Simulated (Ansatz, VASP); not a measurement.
## CaO: VASP beside Ansatz

The input POSCAR:

```
CaO
1.0
   -0.0173782116      2.5893535300      2.5893535300
    2.5893535300     -0.0173782116      2.5893535300
    2.5893535300      2.5893535300     -0.0173782116
Ca O
1 1
Direct
   -0.0006219345     -0.0006219345     -0.0006219345
    0.2506219345      0.2506219345      0.2506219345
```

INCAR.step1

```
SYSTEM = CaO
  PREC = Accurate
  ENCUT = 520
  ISMEAR = 0
  SIGMA = 0.01
  LREAL = .False.
  LASPH = .True.
  NELM = 100
  NBANDS = 15
  GGA = PE
  ALGO = Normal
  EDIFF = 1E-4
  LWAVE = .True.
  LCHARG = .False.
```

File INCAR.step2:

```
SYSTEM = CaO
  PREC = Accurate
  ENCUT = 520
  EDIFF = 1E-6
  ISMEAR = 0
  SIGMA = 0.01
  LREAL = .False.
  LASPH = .True.
  NELM = 100
  ALGO = Normal
  ISIF = 2
  LWAVE = .False.
  LCHARG = .True.
  METAGGA = R2SCAN
  LMIXTAU = .True.
  LELF = .True.
  LVHAR = .True.
  NBANDS = 15
  ISTART = 1
```

Contents of KPOINTS:

```
Automatic mesh
0
Gamma
  8 8 8
  0 0 0
```

Input for Ansatz:

```yaml
crystal:
  lattice:
    - [-0.0173782116, 2.58935353, 2.58935353]
    - [2.58935353, -0.0173782116, 2.58935353]
    - [2.58935353, 2.58935353, -0.0173782116]
  atoms:
    - { symbol: Ca, position: [-0.0006219345, -0.0006219345, -0.0006219345] }
    - { symbol: O, position: [0.2506219345, 0.2506219345, 0.2506219345] }
kpoints:
  mp_grid: { grid: [8, 8, 8] }
  band_path:
    path:
      - [0.0, 0.0, 0.0]
      - [-0.5, -0.5, 0.0]
      - [-0.375, -0.375, 0.25]
      - [-0.375, 0.0, 0.375]
      - [0.0, 0.0, 0.5]
      - [-0.5, -0.25, 0.25]
      - [0.0, 0.5, 0.5]
    npoints: 1
hamiltonian:
  xc: r2scan
scf:
  occupations: { method: fixed }
  n_extra_bands: 4
output:
  forces: true
  stress: true
  eigenvalues: true
```

Change from the starting cell: shear_111 strain -1.0%.

Alike in both runs: task single point; functional r2SCAN; k mesh 8 × 8 × 8; no spin polarisation.

```csv
,VASP,Ansatz
version,VASP 6.6.1,Ansatz 0.2.0
potentials or method,"VASP PAW PBE potentials, release 64 (Ca_sv, O)","plane waves, PAW"
plane-wave cutoff (eV),520,500
occupations,"gaussian, width 0.01 eV",fixed
valence electrons in the cell,16,16
```

VASP gave:

```
gap on the k mesh at the Fermi level (eV)                     : 3.76
pressure (GPa)                                                : 1.8
traceless stress, the component that is largest in VASP (GPa) : 0.25
```

Question: What did Ansatz give for the same quantities?

Answer: gap on the k mesh at the Fermi level (eV): 3.79; pressure (GPa): 0.8; traceless stress, the component that is largest in VASP (GPa): 0.25.

VASP's potentials were made for PBE, not for r2SCAN.
